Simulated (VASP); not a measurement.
# Ru (P6_3/mmc) in VASP: further runs, part 2 of 2

VASP 6.6.1.

## (4) Single point, PBEsol

This run uses another cell than the first one, of 13.32 Å³/atom, 0.981 times its volume.

INCAR

```
SYSTEM = Ru
PREC = Accurate ; ENCUT = 520
EDIFF = 1E-6 ; ISMEAR = 0
SIGMA = 0.1 ; LREAL = .False.
LASPH = .True. ; NELM = 80
ALGO = Normal ; ISIF = 2
LWAVE = .False. ; LCHARG = .False.
GGA = PS ; NBANDS = 21
```

KPOINTS

```
Automatic mesh
0
Gamma
  18 18 10
  0 0 0
```

POSCAR

```
Ru
1.0
    2.6895240366      0.0000000000      0.0000000000
   -1.3447620183      2.3291961398      0.0000000000
    0.0000000000      0.0000000000      4.2519208174
Ru
2
Direct
    0.3333333333      0.6666666667      0.2500000000
    0.6666666667      0.3333333333      0.7500000000
```

Potentials or basis: VASP PAW PBE potentials, release 64 (Ru_pv).

Command:

```console
$ cat potpaw_PBE.64/Ru_pv/POTCAR > POTCAR
$ mpirun -np 1 vasp_std > vasp.out
```

OUTCAR:

```text
SYSTEM = Ru
   PREC = Accurate
   ENCUT = 520
   EDIFF = 1E-6
   ISMEAR = 0
   LREAL = .False.
   LASPH = .True.
   NELM = 80
   ISIF = 2
   GGA = PS

 ion  position               nearest neighbor table
   1  0.333  0.667  0.250-   2 2.63   2 2.63   2 2.63   2 2.63   2 2.63   2 2.63
   2  0.667  0.333  0.750-   1 2.63   1 2.63   1 2.63   1 2.63   1 2.63   1 2.63

  LATTYP: Found a hexagonal cell.
 ALAT       =     2.6895240366
 C/A-ratio  =     1.5809194339

  Lattice vectors:

 A1 = (   2.6895240366,   0.0000000000,   0.0000000000)
 A2 = (  -1.3447620183,   2.3291961398,   0.0000000000)
 A3 = (   0.0000000000,   0.0000000000,   4.2519208174)

Analysis of symmetry for initial positions (statically):
=====================================================================
 Subroutine PRICEL returns:
 Original cell was already a primitive cell.

 Routine SETGRP: Setting up the symmetry group for a
 hexagonal supercell.

 Subroutine GETGRP returns: Found 24 space group operations
 (whereof 12 operations were pure point group operations)
 out of a pool of 24 trial point group operations.

The static configuration has the point symmetry D_3d.
 The point group associated with its full space group is D_6h.
[... 160 lines left out ...]

  energy without entropy =      -20.33623415  energy(sigma->0) =      -20.34066094

 E-fermi :  13.0478     XC(G=0): -14.4000

 val. band max:       13.0477594202   @ k =   0.1667   0.1111   0.3000
 cond. band min:      13.0494114621   @ k =   0.4444   0.1111   0.5000
 fundamental gap:      0.0016520419
 Fermi energy:        13.0478066556

 k-point     1 :       0.0000    0.0000    0.0000
  band No.  band energies     occupation
      1     -30.6232      2.00000
      2     -29.6214      2.00000
      3     -29.6214      2.00000
      4     -29.4389      2.00000
      5     -29.4389      2.00000
      6     -29.3951      2.00000
[... 565 lines left out ...]
     20      23.3133      0.00000
     21      24.3484      0.00000

 [... further k-points ...]

------------------------ aborting loop because EDIFF is reached ----------------------------------------

  FORCE on cell =-STRESS in cart. coord.  units (eV):
  Direction    XX          YY          ZZ          XY          YZ          ZX
  --------------------------------------------------------------------------------------
  -------------------------------------------------------------------------------------
  Total       -0.0023949     -0.0023949      0.0017388      0.0000000      0.0000000      0.0000000
  in kB       -0.1440575     -0.1440575      0.1045901      0.0000000      0.0000000      0.0000000
  external PRESSURE =      -0.0611750 kB  Pullay stress =       0.0000000 kB

 VOLUME and BASIS-vectors are now :
 -----------------------------------------------------------------------------
  energy-cutoff  :      520.00
  volume of cell :       26.64
      direct lattice vectors                 reciprocal lattice vectors
     2.689524037  0.000000000  0.000000000     0.371813000  0.214666336  0.000000000
    -1.344762018  2.329196140  0.000000000     0.000000000  0.429332671  0.000000000
     0.000000000  0.000000000  4.251920817     0.000000000  0.000000000  0.235187823

 POSITION                                       TOTAL-FORCE (eV/Angst)
 -----------------------------------------------------------------------------------
     -0.00000      1.55280      1.06298        -0.000000      0.000000      0.000000
      1.34476      0.77640      3.18894         0.000000     -0.000000      0.000000
 -----------------------------------------------------------------------------------
    total drift:                               -0.000000      0.000000     -0.000000

  FREE ENERGIE OF THE ION-ELECTRON SYSTEM (eV)
  ---------------------------------------------------
  free  energy   TOTEN  =       -20.3450877261 eV

  energy  without entropy=      -20.3362341542  energy(sigma->0) =      -20.34066094
```

stdout:

```text
POSCAR found type information on POSCAR Ru
 POSCAR found :  1 types and       2 ions
 scaLAPACK will be used
 -----------------------------------------------------------------------------
|                                                                             |
|                                                                             |
|     You enforced a specific xc type in the INCAR file but a different       |
|     I HOPE YOU KNOW WHAT YOU ARE DOING!                                     |
|                                                                             |
 -----------------------------------------------------------------------------

 LDA part: xc-table for (Slater+PW92), standard interpolation
 POSCAR, INCAR and KPOINTS ok, starting setup
 FFT: planning ... GRIDC
 FFT: planning ... GRID_SOFT
 FFT: planning ... GRID
 WAVECAR not read
 entering main loop
```

Wall time 66 s (1 thread of Intel Xeon Platinum 8259CL at 2.50GHz (Skylake/Cascade Lake), shared host); peak memory 0.21 GiB.

What came out:

```
Free energy            : -20.3451 eV
Pressure               : 0.0 GPa
Band gap on the k mesh : zero (band 14 reaches 14.58 eV, above the bottom of band 15 at 11.36 eV)
```

Levels at points of the mesh, in eV from the Fermi level:
| k point | band 12 | band 13 | band 14 | band 15 | band 16 | band 17 |
| --- | --- | --- | --- | --- | --- | --- |
| (0.00, 0.00, 0.00) | -1.97 | -1.97 | -1.43 | -1.43 | 1.24 | 1.24 |
| (0.50, 0.00, 0.00) | -1.86 | -1.56 | 1.49 | 1.93 | 2.01 | 4.17 |
| (0.00, 0.00, 0.50) | -2.85 | -2.79 | -2.79 | 0.58 | 0.58 | 0.58 |
| (0.50, 0.00, 0.50) | -1.09 | 0.45 | 0.45 | 1.76 | 1.76 | 3.45 |

Caveat: the PAW data sets were made with another functional, which shifts forces and pressure a little.

## (5) Summary

| cell | k mesh | smearing | gap on the mesh (eV) | pressure (GPa) |
| --- | --- | --- | --- | --- |
| a = 2.706, b = 2.706, c = 4.282 Å, angles 90.0, 90.0, 120.0°, 2 atoms | 9 × 9 × 4 | gaussian 0.1 eV | none | -6.2 |
| a = 2.692, b = 2.692, c = 4.251 Å, angles 90.0, 90.0, 120.0°, 2 atoms | 18 × 18 × 12 | fermi-dirac 0.15 eV | none | 0.0 |
| a = 2.690, b = 2.690, c = 4.252 Å, angles 90.0, 90.0, 120.0°, 2 atoms | 18 × 18 × 10 | gaussian 0.1 eV | none | 0.0 |

Alike in all rows: task single point; level PBEsol; potentials or basis VASP PAW PBE potentials, release 64 (Ru_pv); no spin polarisation; cutoff (eV) 520.

Caveats: some runs use coarse meshes; the PAW data sets were made with another functional, which shifts forces and pressure a little.

Absolute energies hang on the potentials; compare differences alone.
